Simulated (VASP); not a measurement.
A run of VASP 6.6.1 is set up as follows.

The input INCAR:

```
PREC     = Accurate       # precision mode
ENCUT    = 520            # plane-wave cutoff, eV
EDIFF    = 1E-6           # SCF threshold, eV
ISMEAR   = 0              # smearing method
SIGMA    = 0.05           # smearing width, eV
LREAL    = Auto         
LASPH    = T              # aspherical terms in the spheres
NELM     = 60             # most SCF steps
ALGO     = Normal         # electronic algorithm
ISIF     = 2              # what is computed and relaxed
LWAVE    = F              # write WAVECAR
LCHARG   = F              # write CHGCAR
GGA      = PS             # functional
NBANDS   = 53             # bands
```

File KPOINTS:

```
regular mesh
0
Gamma
  2 2 2
```

POSCAR

```
Si16Ge
1.0
    0.0000000000      5.4300000000      5.4300000000
    5.4300000000      0.0000000000      5.4300000000
    5.4300000000      5.4300000000      0.0000000000
Si Ge
16 1
Direct
   -0.0104186004     -0.0111077348     -0.0099217311
    0.1113547882      0.1106641805      0.1118553407
    0.0085921731      0.0079218232      0.4750297422
    0.1290650092      0.1283828729      0.6142523020
    0.0086037753      0.4738406077      0.0090971455
    0.1290668508      0.6130655617      0.1295648250
    0.0072923573      0.4996967772      0.5008767035
    0.1413193370      0.6182020258      0.6193793738
    0.4745285451      0.0079267035      0.0090939227
    0.6137558932      0.1283840700      0.1295652855
    0.5003784530      0.0066139963      0.5008782689
    0.6188808471      0.1406412523      0.6193823204
    0.5003783610      0.4996971455      0.0077921731
    0.6188816759      0.6182023020      0.1418183241
    0.5100941989      0.5094151934      0.5105940147
    0.6342644567      0.6335847145      0.6347642726
    0.8584160221      0.8577267035      0.8589195212
```

Potentials or basis: VASP PAW PBE potentials, release 64 (Si, Ge_d).

Launch:

```sh
$ cat potpaw_PBE.64/Si/POTCAR potpaw_PBE.64/Ge_d/POTCAR > POTCAR
$ mpirun -np 1 vasp_std > vasp.out
```

Q: What does it give for the largest force?

A: 0.272 eV/Å.

Q: What does it give for the pressure?

A: 4.4 GPa.

Stress tensor (GPa, compression positive):
```
 4.41 -0.19 -0.19
-0.19  4.41 -0.19
-0.19 -0.19  4.41
```

Caveat: the k points lie up to 0.50 Å⁻¹ apart; the PAW data sets were made with another functional, which shifts forces and pressure a little.
